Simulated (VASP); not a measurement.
Set up this calculation in VASP 6.6.1, as the native input.

* Task: single point
* Functional: PBE
* Potentials or basis: VASP PAW PBE potentials, release 64 (Sn_d)
* Cutoff: 520 eV
* k mesh: 12 × 12 × 12
* Occupations: gaussian, width 0.15 eV
* Spin: no spin polarisation
* Dipole correction: no
* Further INCAR settings: ALGO = Fast; EDIFF = 1e-06; NBANDS = 21

The structure of Sn lies in POSCAR:

```
Sn
1.0
    0.0000000000      3.2293720000      3.2456000000
    3.2456000000      0.0000000000      3.2456000000
    3.2456000000      3.2293720000      0.0000000000
Sn
2
Direct
    0.5000000000      0.5000000000      0.5000000000
    0.7500000000      0.7500000000      0.7500000000
```

This cell differs from its parent crystal: strain -0.0050 x Voigt [0, 1, 0, 0, 0, 0].

One way to write it, as run:

INCAR

```
SYSTEM = Sn
PREC = Accurate
ENCUT = 520
EDIFF = 1E-6
ISMEAR = 0
SIGMA = 0.15
LREAL = .False.
LASPH = .True.
NELM = 100
ALGO = Fast
ISIF = 2
LWAVE = .False.
LCHARG = .False.
GGA = PE
NBANDS = 21
```

KPOINTS

```
regular mesh
0
Gamma
  12 12 12
  0 0 0
```

Potentials or basis: VASP PAW PBE potentials, release 64 (Sn_d).

Launch:

```sh
$ cat potpaw_PBE.64/Sn_d/POTCAR > POTCAR
$ mpirun -np 1 vasp_std > vasp.out
```

Results of the run:

```
Pressure               : 3.4 GPa
Band gap on the k mesh : zero (bands 14 and 15 overlap by 0.07 eV)
```

Caveat: the cell differs from its parent crystal (strain -0.0050 x Voigt [0, 1, 0, 0, 0, 0]); the cell stands under pressure; spin-orbit coupling is left out, which moves the levels of the heavy elements.

It took 2.2 min on 1 thread of AMD EPYC 9R45 96-Core Processor (Zen 5), with other jobs on the host, peak memory 0.3 GiB.
